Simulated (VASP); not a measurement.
Wanted: the native input for a VASP 6.6.1 run.

* Task: single point
* Functional: PBE
* Potentials or basis: VASP PAW PBE potentials, release 64 (Hf_pv, Ge_d, W_sv)
* Cutoff: 520 eV
* k mesh: 4 × 4 × 4
* Occupations: gaussian, width 0.2 eV
* Spin: no spin polarisation
* Dipole correction: no
* Further INCAR settings: ALGO = Fast; EDIFF = 1e-06; NBANDS = 95

The structure of Hf4Ge2W lies in POSCAR:

```
Hf4Ge2W
1.0
   -5.3899127473      5.3899127473      2.6034076091
    5.3899127473     -5.3899127473      2.6034076091
    5.3899127473      5.3899127473     -2.6034076091
Hf Ge W
8 4 2
Direct
    0.0833300741      0.2179184716      0.3012485457
    0.7179184716      0.5833300741      0.3012485457
    0.2820815284      0.4166699259      0.6987514543
    0.9166699259      0.7820815284      0.6987514543
    0.5833300741      0.2820815284      0.8654116025
    0.2179184716      0.9166699259      0.1345883975
    0.7820815284      0.0833300741      0.8654116025
    0.4166699259      0.7179184716      0.1345883975
    0.8504624433      0.3504624433      0.2009248866
    0.1495375567      0.6495375567      0.7990751134
    0.3504624433      0.1495375567      0.5000000000
    0.6495375567      0.8504624433      0.5000000000
    0.2500000000      0.2500000000      0.0000000000
    0.7500000000      0.7500000000      0.0000000000
```

These files were run (other wordings do the same):

INCAR

```
ALGO = Fast
EDIFF = 1E-6
ENCUT = 520
GGA = PE
ISIF = 2
ISMEAR = 0
LASPH = T
LCHARG = F
LREAL = F
LWAVE = F
NBANDS = 95
NELM = 100
PREC = Accurate
SIGMA = 0.2
```

KPOINTS

```
k-points
0
Gamma
  4 4 4
```

Potentials or basis: VASP PAW PBE potentials, release 64 (Hf_pv, Ge_d, W_sv).

Run with:

```sh
$ cat potpaw_PBE.64/Hf_pv/POTCAR potpaw_PBE.64/Ge_d/POTCAR potpaw_PBE.64/W_sv/POTCAR > POTCAR
$ mpirun -np 1 vasp_std > vasp.out
```

Results of the run:

* Pressure: -0.4 GPa
* Largest force: 0.035 eV/Å
* Band gap on the k mesh: zero (band 82 reaches 5.29 eV, above the bottom of band 83 at 5.12 eV)

Caveat: spin-orbit coupling is left out, which moves the levels of the heavy elements.

It took 14 min on 1 thread of Intel(R) Xeon(R) 6975P-C (Granite Rapids), on a shared host, peak memory 0.69 GiB.
